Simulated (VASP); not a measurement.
Input of a VASP 6.6.1 run:

Contents of INCAR:

```
PREC = Accurate
ENCUT = 600
EDIFF = 1E-7
ISMEAR = -1
SIGMA = 0.05
LREAL = F
LASPH = T
NELM = 60
ALGO = Normal
ISIF = 3
LWAVE = F
LCHARG = F
GGA = B5
ALDAX = 1.0
AGGAX = 1.0
AGGAC = 1.0
ALDAC = 0.0
IBRION = 2
NSW = 80
EDIFFG = -0.005
```

Contents of KPOINTS:

```
regular mesh
0
Gamma
  9 9 5
```

Contents of POSCAR:

```
Zr
1.0
    3.2320000000      0.0000000000      0.0000000000
   -1.6160000000      2.7989941050      0.0000000000
    0.0000000000      0.0000000000      5.1470000000
Zr
2
Direct
    0.6666666667      0.3333333333      0.7500000000
    0.3333333333      0.6666666667      0.2500000000
```

Potentials or basis: VASP PAW PBE potentials, release 64 (Zr_sv).

Command:

```sh
$ cat potpaw_PBE.64/Zr_sv/POTCAR > POTCAR
$ mpirun -np 1 vasp_std > vasp.out
```

(1) Estimate the relaxed cell.

(2) What does it give for the band gap on the k mesh?

Answers

(1) a = 3.264 Å, b = 3.264 Å, c = 5.245 Å, α = 90.00°, β = 90.00°, γ = 120.00°.

(2) zero (bands 12 and 13 overlap by 1.06 eV).
